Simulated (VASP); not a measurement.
The system is ScNb.

```
Sc Nb
1.0
     3.06564    0.00000    0.00000
    -1.53282    2.65493    0.00000
     0.00000    0.00000    5.07219
Sc Nb
1 1
Direct
  0.00000 0.00000 0.00000
  0.33333 0.66667 0.50000
```

Base run:

- Program: VASP 6.6.1
- Functional: PBE
- Potentials or basis: VASP PAW PBE potentials, release 64 (Sc_sv, Nb_sv)
- Cutoff: 520 eV
- k mesh: 14 × 14 × 8
- Occupations: fermi-dirac, width 0.08 eV
- Spin: collinear spin
- Starting moments: [0.2, 0.2] μB
- Fixed moment: 0.4 μB

Its results: pressure -0.2 GPa; site moments Sc +0.09; Nb +0.17 μB.

The run is repeated on the same cell with these changes: fixed moment from 0.4 μB to 1.8 μB; moments at the start from [0.2, 0.2] to [0.9, 0.9]. What comes out?

Pressure 1.4 GPa; site moments Sc +0.45; Nb +0.70 μB.

Caveats: the total moment is fixed, so each spin has its own Fermi level and the state may be an excited one.
